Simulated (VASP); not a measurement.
# Si3C2 (P-6m2) in VASP: further runs

The runs below take Si3C2 through single point, relaxation of cell and atoms, with PBE.

Everything below comes from runs of VASP 6.6.1. Logs are shortened: lines on timing, memory, paths and dates and some standing lists are left out, and cuts for length are marked.

### 1 The cell of the first run

The structure is hexagonal, space group P-6m2 (No. 187). The conventional cell has a = 2.918 Å, b = 2.918 Å, c = 14.256 Å, α = 90.00°, β = 90.00°, γ = 120.00°. Within 2.7 Å of Si (site symmetry 3m) lie 3 C at 2.07 Å and 1 Si at 2.41 Å. Within 2.8 Å of Si (site symmetry 3m) lie 6 C at 2.09 to 2.31 Å and 2 Si at 2.48 to 2.50 Å. Within 2.5 Å of Si (site symmetry 3m) lie 3 C at 1.92 Å and 1 Si at 2.50 Å. C (site symmetry 3m) has 6 Si at 1.92 to 2.31 Å within 2.5 Å. Within 2.8 Å of C (site symmetry -6m2) lie 6 Si at 2.09 Å. Within 2.7 Å of C (site symmetry -6m2) lie 6 Si at 2.07 Å.

### 2 Single point, PBE

File INCAR:

```
PREC = Accurate ; ENCUT = 520
EDIFF = 1E-7 ; ISMEAR = 0
SIGMA = 0.1 ; LREAL = F
LASPH = T ; NELM = 60
ALGO = Normal ; ISIF = 2
LWAVE = F ; LCHARG = F
GGA = PE ; NBANDS = 31
```

File KPOINTS:

```
regular mesh
0
Gamma
  6 6 1
```

File POSCAR:

```
Si3C2
1.0
    2.9183508221      0.0000000000      0.0000000000
   -1.4591754110      2.5273659491      0.0000000000
    0.0000000000      0.0000000000     14.2558124523
Si C
6 4
Direct
    0.3333333333      0.6666666667      0.4154437701
    0.3333333333      0.6666666667      0.5845562299
    0.6666666667      0.3333333333      0.9131075743
    0.6666666667      0.3333333333      0.0868924257
    0.6666666667      0.3333333333      0.2622365199
    0.6666666667      0.3333333333      0.7377634801
    0.3333333333      0.6666666667      0.8018215070
    0.3333333333      0.6666666667      0.0000000000
    0.3333333333      0.6666666667      0.1981784930
    0.6666666667      0.3333333333      0.5000000000
```

Potentials or basis: VASP PAW PBE potentials, release 64 (Si, C).

Started as:

```sh
$ cat potpaw_PBE.64/Si/POTCAR potpaw_PBE.64/C/POTCAR > POTCAR
$ mpirun -np 1 vasp_std > vasp.out
```

OUTCAR:

```text
PREC = Accurate
   ENCUT = 520
   EDIFF = 1E-7
   ISMEAR = 0
   LREAL = F
   LASPH = T
   NELM = 60
   ISIF = 2
   GGA = PE

 ion  position               nearest neighbor table
   1  0.333  0.667  0.415-  10 2.07  10 2.07  10 2.07   2 2.41   5 2.76   5 2.76   5 2.76
   2  0.333  0.667  0.585-  10 2.07  10 2.07  10 2.07   1 2.41   6 2.76   6 2.76   6 2.76
   3  0.667  0.333  0.913-   8 2.09   8 2.09   8 2.09   7 2.31   7 2.31   7 2.31   4 2.48   6 2.50

   4  0.667  0.333  0.087-   8 2.09   8 2.09   8 2.09   9 2.31   9 2.31   9 2.31   3 2.48   5 2.50

   5  0.667  0.333  0.262-   9 1.92   9 1.92   9 1.92   4 2.50   1 2.76   1 2.76   1 2.76
   6  0.667  0.333  0.738-   7 1.92   7 1.92   7 1.92   3 2.50   2 2.76   2 2.76   2 2.76
   7  0.333  0.667  0.802-   6 1.92   6 1.92   6 1.92   3 2.31   3 2.31   3 2.31
   8  0.333  0.667  0.000-   3 2.09   4 2.09   3 2.09   4 2.09   3 2.09   4 2.09
   9  0.333  0.667  0.198-   5 1.92   5 1.92   5 1.92   4 2.31   4 2.31   4 2.31
  10  0.667  0.333  0.500-   1 2.07   2 2.07   1 2.07   2 2.07   1 2.07   2 2.07

  LATTYP: Found a hexagonal cell.
 ALAT       =     2.9183508221
 C/A-ratio  =     4.8848864723

  Lattice vectors:

 A1 = (   2.9183508221,   0.0000000000,   0.0000000000)
 A2 = (  -1.4591754110,   2.5273659491,   0.0000000000)
 A3 = (   0.0000000000,   0.0000000000,  14.2558124523)

Analysis of symmetry for initial positions (statically):
=====================================================================
 Subroutine PRICEL returns:
 Original cell was already a primitive cell.

 Routine SETGRP: Setting up the symmetry group for a
 hexagonal supercell.

 Subroutine GETGRP returns: Found 12 space group operations
 (whereof 12 operations were pure point group operations)
 out of a pool of 24 trial point group operations.

The static configuration has the point symmetry D_3h.

Analysis of symmetry for dynamics (positions and initial velocities):
=====================================================================
 Subroutine PRICEL returns:
 Original cell was already a primitive cell.

 Routine SETGRP: Setting up the symmetry group for a
 hexagonal supercell.

 Subroutine GETGRP returns: Found 12 space group operations
 (whereof 12 operations were pure point group operations)
 out of a pool of 24 trial point group operations.

The dynamic configuration has the point symmetry D_3h.

 Subroutine INISYM returns: Found 12 space group operations
 (whereof 12 operations are pure point group operations),
 and found     1 'primitive' translations

----------------------------------------------------------------------------------------

                                     Primitive cell

  volume of cell :     105.1472

  direct lattice vectors                    reciprocal lattice vectors
     2.918350822  0.000000000  0.000000000     0.342659283  0.197834429  0.000000000
    -1.459175411  2.527365949  0.000000000     0.000000000  0.395668858  0.000000000
     0.000000000  0.000000000 14.255812452     0.000000000  0.000000000  0.070146826

  length of vectors
     2.918350822  2.918350822 14.255812452     0.395668858  0.395668858  0.070146826

  position of ions in fractional coordinates (direct lattice)
     0.333333333  0.666666667  0.415443770
     0.333333333  0.666666667  0.584556230
     0.666666667  0.333333333  0.913107574
     0.666666667  0.333333333  0.086892426
     0.666666667  0.333333333  0.262236520
     0.666666667  0.333333333  0.737763480
     0.333333333  0.666666667  0.801821507
     0.333333333  0.666666667  0.000000000
     0.333333333  0.666666667  0.198178493
     0.666666667  0.333333333  0.500000000

  ion indices of the primitive-cell ions
   primitive index   ion index
                 1           1
                 2           2
                 3           3
                 4           4
                 5           5
                 6           6
                 7           7
                 8           8
                 9           9
                10          10

----------------------------------------------------------------------------------------

 KPOINTS: regular mesh

Automatic generation of k-mesh.
 Grid dimensions read from file:
 generate k-points for:    6    6    1

 Generating k-lattice:

  Cartesian coordinates                     Fractional coordinates (reciprocal lattice)
     0.057109880  0.032972405  0.000000000     0.166666667 -0.000000000  0.000000000
     0.000000000  0.065944810  0.000000000     0.000000000  0.166666667  0.000000000
     0.000000000  0.000000000  0.070146826     0.000000000  0.000000000  1.000000000

  Length of vectors
     0.065944810  0.065944810  0.070146826

  Shift w.r.t. Gamma in fractional coordinates (k-lattice)
     0.000000000  0.000000000  0.000000000

 Subroutine IBZKPT returns following result:
 ===========================================

 Found      7 irreducible k-points:

 Following reciprocal coordinates:
            Coordinates               Weight
  0.000000  0.000000  0.000000      1.000000
  0.166667  0.000000  0.000000      6.000000
  0.333333 -0.000000  0.000000      6.000000
  0.500000 -0.000000  0.000000      3.000000
  0.166667  0.166667  0.000000      6.000000
  0.333333  0.166667  0.000000     12.000000
  0.333333  0.333333  0.000000      2.000000
   k-points           NKPTS =      7   k-points in BZ     NKDIM =      7   number of bands    NBANDS=     31
   number of dos      NEDOS =    301   number of ions     NIONS =     10
   total plane-waves  NPLWV =  62208
   dimension x,y,z NGX =    24 NGY =   24 NGZ =  108
   dimension x,y,z NGXF=    48 NGYF=   48 NGZF=  216
   ions per type =               6   4
   NGX,Y,Z   is equivalent  to a cutoff of  13.67, 13.67, 12.59 a.u.
   NGXF,Y,Z  is equivalent  to a cutoff of  27.34, 27.34, 25.19 a.u.
 SYSTEM =  unknown system
   PREC   = accura    normal or accurate (medium, high low for compatibility)
   ISTART =      0    job   : 0-new  1-cont  2-samecut
   ICHARG =      2    charge: 1-file 2-atom 10-const
   ISPIN  =      1    spin polarized calculation?
   LNONCOLLINEAR =      F non collinear calculations
   LSORBIT =      F    spin-orbit coupling
   LASPH  =      T    aspherical Exc in radial PAW
   ENCUT  =  520.0 eV  38.22 Ry    6.18 a.u.   5.43  5.43 26.51*2*pi/ulx,y,z
   NELM   =     60;   NELMIN=  2; NELMDL= -5     # of ELM steps
   EDIFF  = 0.1E-06   stopping-criterion for ELM
   LREAL  =      F    real-space projection
   EDIFFG = 0.1E-05   stopping-criterion for IOM
   NSW    =      0    number of steps for IOM
   IBRION =     -1    ionic relax: 0-MD 1-quasi-New 2-CG
   NFREE  =      0    steps in history (QN), initial steepest desc. (CG)
   ISIF   =      2    stress and relaxation
   ISYM   =      2    0-nonsym 1-usesym 2-fastsym
   POTIM  = 0.5000    time-step for ionic-motion
   TEBEG  =    0.0;   TEEND  =   0.0 temperature during run
   PSTRESS=    0.0 pullay stress
   NELECT =      40.0000    total number of electrons
   NUPDOWN=      -1.0000    fix difference up-down
   EMIN   =  10.00;   EMAX   =-10.00  energy-range for DOS
   EFERMI =   0.00;   METHOD = LEGACY
   ISMEAR =     0;   SIGMA  =   0.10  broadening in eV -4-tet -1-fermi 0-gaus
   EFERMI_NEDOS =   21; number of points for ismear=-14 and -15
   IALGO  =     38    algorithm
   IMIX   =      4    mixing-type and parameters
     AMIX     =   0.40;   BMIX     =  1.00
     AMIX_MAG =   1.60;   BMIX_MAG =  1.00
  volume/ion in A,a.u.               =      10.51        70.96
  Fermi-wavevector in a.u.,A,eV,Ry     =   1.186212  2.241616 19.144741  1.407099
  Thomas-Fermi vector in A             =   2.322389
   LORBIT       =      0    0 simple, 1 ext, 2 COOP (PROOUT), +10 PAW based schemes
   GGA     = PE    functional components
   LHFCALC =     F    Hartree Fock is set to
   AEXX    =    0.0000 exact exchange contribution
   IVDW    =     0    specifies the selected vdW correction
   LEPSILON=     F    determine dielectric tensor
   LRPA    =     F    only Hartree local field effects (RPA)
 non-spin polarized calculation
 Gauss-broadening in eV      SIGMA  =   0.10
  energy-cutoff  :      520.00
  volume of cell :      105.15
 maximum number of plane-waves:      2857
 NGX is ok and might be reduce to    24
   NGX = 11   NGY = 11   NGZ = 53

 number of electron      40.0000003 magnetization

 Free energy of the ion-electron system (eV)
  ---------------------------------------------------
  ext. energy  EPLUGINS =         0.00000000
  ---------------------------------------------------
  free energy    TOTEN  =       -61.45393492 eV

  energy without entropy =      -61.43096769  energy(sigma->0) =      -61.44245130

 E-fermi :  10.3619     XC(G=0): -11.7681

 val. band max:       10.2821614125   @ k =   0.1667   0.1667   0.0000
 cond. band min:      10.4552407787   @ k =   0.3333   0.1667   0.0000
 fundamental gap:      0.1730793662
 Fermi energy:        10.3619156039

 k-point     1 :       0.0000    0.0000    0.0000
  band No.  band energies     occupation
      1      -6.6786      2.00000
      2      -6.1613      2.00000
      3      -5.8368      2.00000
      4      -4.7979      2.00000
      5      -1.8178      2.00000
      6       0.0098      2.00000
[... 23 lines left out ...]
     30      17.1669      0.00000
     31      17.1669      0.00000

 k-point     2 :       0.1667    0.0000    0.0000
  band No.  band energies     occupation
      1      -6.1181      2.00000
      2      -5.6066      2.00000
      3      -5.2851      2.00000
      4      -4.2652      2.00000
      5      -1.2159      2.00000
      6       0.5767      2.00000
[... 162 lines left out ...]
 k-point     7 :       0.3333    0.3333    0.0000
  band No.  band energies     occupation
      1      -1.6607      2.00000
      2      -1.2020      2.00000
      3      -1.0330      2.00000
      4      -0.3342      2.00000
      5       0.2745      2.00000
      6       0.6698      2.00000
[... 23 lines left out ...]
     30      17.0348      0.00000
     31      17.3042      0.00000

------------------------ aborting loop because EDIFF is reached ----------------------------------------

  FORCE on cell =-STRESS in cart. coord.  units (eV):
  Direction    XX          YY          ZZ          XY          YZ          ZX
  --------------------------------------------------------------------------------------
  -------------------------------------------------------------------------------------
  Total        0.3234848      0.3234848     -0.3624227      0.0000000      0.0000000      0.0000000
  in kB        4.9290914      4.9290914     -5.5224059      0.0000000      0.0000000      0.0000000
  external PRESSURE =       1.4452590 kB  Pullay stress =       0.0000000 kB

 VOLUME and BASIS-vectors are now :
 -----------------------------------------------------------------------------
  energy-cutoff  :      520.00
  volume of cell :      105.15
      direct lattice vectors                 reciprocal lattice vectors
     2.918350822  0.000000000  0.000000000     0.342659283  0.197834429  0.000000000
    -1.459175411  2.527365949  0.000000000     0.000000000  0.395668858  0.000000000
     0.000000000  0.000000000 14.255812452     0.000000000  0.000000000  0.070146826

 POSITION                                       TOTAL-FORCE (eV/Angst)
 -----------------------------------------------------------------------------------
     -0.00000      1.68491      5.92249         0.000000      0.000000      0.010695
     -0.00000      1.68491      8.33332         0.000000     -0.000000     -0.010695
      1.45918      0.84246     13.01709         0.000000     -0.000000     -0.000380
      1.45918      0.84246      1.23872        -0.000000      0.000000      0.000380
      1.45918      0.84246      3.73839         0.000000      0.000000      0.007446
      1.45918      0.84246     10.51742         0.000000      0.000000     -0.007446
     -0.00000      1.68491     11.43062         0.000000     -0.000000      0.002015
     -0.00000      1.68491      0.00000        -0.000000      0.000000     -0.000000
     -0.00000      1.68491      2.82520         0.000000      0.000000     -0.002015
      1.45918      0.84246      7.12791        -0.000000      0.000000     -0.000000
 -----------------------------------------------------------------------------------
    total drift:                                0.000000     -0.000000     -0.000000

  FREE ENERGIE OF THE ION-ELECTRON SYSTEM (eV)
  ---------------------------------------------------
  free  energy   TOTEN  =       -61.4539349188 eV

  energy  without entropy=      -61.4309676858  energy(sigma->0) =      -61.44245130
```

Wall time 15 s (1 thread of Intel Xeon 6975P-C (Granite Rapids), shared host); peak memory 0.23 GiB.

What came out:

```
Free energy            : -61.4539 eV
Pressure               : 0.1 GPa
Largest force          : 0.011 eV/Å
Band gap on the k mesh : zero (band 20 reaches 14.62 eV, above the bottom of band 21 at 9.41 eV)
```

Forces on the atoms (eV/Å):
```
Si   0.000  0.000  0.011
Si   0.000  0.000 -0.011
Si   0.000  0.000  0.000
Si   0.000  0.000  0.000
Si   0.000  0.000  0.007
Si   0.000  0.000 -0.007
C    0.000  0.000  0.002
C    0.000  0.000  0.000
C    0.000  0.000 -0.002
C    0.000  0.000  0.000
```

Stress tensor (GPa, compression positive):
```
 0.49  0.00  0.00
 0.00  0.49  0.00
 0.00  0.00 -0.55
```

Caveat: the k points lie up to 0.44 Å⁻¹ apart.

### 3 Single point, PBE

This run uses another cell than the first one, of 14.24 Å³/atom, 1.355 times its volume.

File INCAR:

```
SYSTEM = Si3C2
PREC = Accurate
ENCUT = 520
EDIFF = 1E-7
ISMEAR = 0
SIGMA = 0.1
LREAL = .False.
LASPH = .True.
NELM = 100
ALGO = Normal
ISIF = 2
LWAVE = .False.
LCHARG = .False.
GGA = PE
NBANDS = 31
```

File KPOINTS:

```
Automatic mesh
0
Gamma
  6 6 1
  0 0 0
```

File POSCAR:

```
Si3C2
1.0
    2.7243899600      0.0000000000      0.0000000000
   -1.3621949800      2.3593909200      0.0000000000
    0.0000000000      0.0000000000     22.1585041900
Si C
6 4
Direct
    0.3333333300      0.6666666700      0.4000000000
    0.3333333300      0.6666666700      0.6000000000
    0.6666666700      0.3333333300      0.9000000000
    0.6666666700      0.3333333300      0.1000000000
    0.6666666700      0.3333333300      0.3000000000
    0.6666666700      0.3333333300      0.7000000000
    0.3333333300      0.6666666700      0.8000000000
    0.3333333300      0.6666666700      0.0000000000
    0.3333333300      0.6666666700      0.2000000000
    0.6666666700      0.3333333300      0.5000000000
```

Potentials or basis: VASP PAW PBE potentials, release 64 (Si, C).

Started as:

```sh
$ cat potpaw_PBE.64/Si/POTCAR potpaw_PBE.64/C/POTCAR > POTCAR
$ mpirun -np 1 vasp_std > vasp.out
```

It took 26 s on 1 thread of Intel Xeon 6975P-C (Granite Rapids), shared host; peak memory 0.23 GiB.

The run converged. Its results:

- Free energy: -46.5713 eV
- Pressure: -16.2 GPa
- Largest force: 1.911 eV/Å
- Band gap on the k mesh: zero (band 20 reaches 10.03 eV, above the bottom of band 21 at 4.84 eV)

Forces on the atoms (eV/Å):
```
Si   0.000  0.000  1.759
Si   0.000  0.000 -1.759
Si   0.000  0.000  0.129
Si   0.000  0.000 -0.129
Si   0.000  0.000 -1.911
Si   0.000  0.000  1.911
C    0.000  0.000 -0.419
C    0.000  0.000  0.000
C    0.000  0.000  0.419
C    0.000  0.000  0.000
```

Stress tensor (GPa, compression positive):
```
-13.38   0.00   0.00
  0.00 -13.38   0.00
  0.00   0.00 -21.82
```

Levels at points of the mesh, in eV from the Fermi level:
```csv
k point,band 16,band 17,band 18,band 19,band 20,band 21,band 22,band 23,band 24,band 25
"(0.00, 0.00, 0.00)",2.22,3.39,3.42,3.42,3.43,3.43,3.46,3.46,3.48,3.48
"(0.50, 0.00, 0.00)",-3.54,-2.71,-2.39,-1.83,-1.14,-1.06,0.46,0.74,1.70,1.77
```

Caveat: the k points lie up to 0.44 Å⁻¹ apart; forces of over 1 eV/Å act on the atoms, so gaps and moduli don't describe the material at rest.

### 4 Single point, PBE

This run uses another cell than the first one, of 10.59 Å³/atom, 1.007 times its volume.

File INCAR:

```
ALGO = Normal ; EDIFF = 1E-6
ENCUT = 520 ; GGA = PE
ISIF = 2 ; ISMEAR = 0
LASPH = T ; LCHARG = F
LREAL = F ; LWAVE = F
NBANDS = 31 ; NELM = 100
PREC = Accurate ; SIGMA = 0.1
```

File KPOINTS:

```
k-points
0
Gamma
  6 6 2
```

File POSCAR:

```
Si3C2
1.0
    2.9085664889      0.0000000000      0.0000000000
   -1.4542832444      2.5188924680      0.0000000000
    0.0000000000      0.0000000000     14.4487273427
Si C
6 4
Direct
    0.3333333333      0.6666666667      0.4160744454
    0.3333333333      0.6666666667      0.5839255546
    0.6666666667      0.3333333333      0.9146792549
    0.6666666667      0.3333333333      0.0853207451
    0.6666666667      0.3333333333      0.2596353112
    0.6666666667      0.3333333333      0.7403646888
    0.3333333333      0.6666666667      0.8013714168
    0.3333333333      0.6666666667      0.0000000000
    0.3333333333      0.6666666667      0.1986285832
    0.6666666667      0.3333333333      0.5000000000
```

Started as:

```sh
$ cat potpaw_PBE.64/Si/POTCAR potpaw_PBE.64/C/POTCAR > POTCAR
$ mpirun -np 1 vasp_std > vasp.out
```

It took 27 s on 1 thread of Intel Xeon 6975P-C (Granite Rapids), shared host; peak memory 0.23 GiB.

Results (log left out):

```yaml
Free_energy: -61.5651 eV
Pressure: 0.1 GPa
Largest_force: 0.029 eV/Å
Band_gap_on_the_k_mesh: zero (band 20 reaches 14.32 eV, above the bottom of band 21 at 8.55 eV)
```

Forces in eV/Å, atoms in the order of the input:
```
Si   0.000  0.000  0.029
Si   0.000  0.000 -0.029
Si   0.000  0.000 -0.008
Si   0.000  0.000  0.008
Si   0.000  0.000 -0.021
Si   0.000  0.000  0.021
C    0.000  0.000  0.000
C    0.000  0.000  0.000
C    0.000  0.000  0.000
C    0.000  0.000  0.000
```

Stress tensor (GPa, compression positive):
```
 0.21  0.00  0.00
 0.00  0.21  0.00
 0.00  0.00 -0.24
```

Levels at points of the mesh, in eV from the Fermi level:
| k point | band 18 | band 19 | band 20 | band 21 | band 22 | band 23 |
| --- | --- | --- | --- | --- | --- | --- |
| (0.00, 0.00, 0.00) | -0.33 | 0.66 | 3.96 | 4.28 | 4.80 | 5.29 |
| (0.50, 0.00, 0.00) | -2.38 | -2.12 | -1.96 | -0.47 | 0.31 | 1.54 |
| (0.00, 0.00, 0.50) | -0.33 | 2.11 | 2.39 | 4.78 | 4.80 | 5.39 |
| (0.50, 0.00, 0.50) | -2.39 | -2.19 | -1.88 | -0.73 | 0.69 | 1.40 |

Caveat: the k points lie up to 0.42 Å⁻¹ apart.

(Continued in part 2 of 2.)
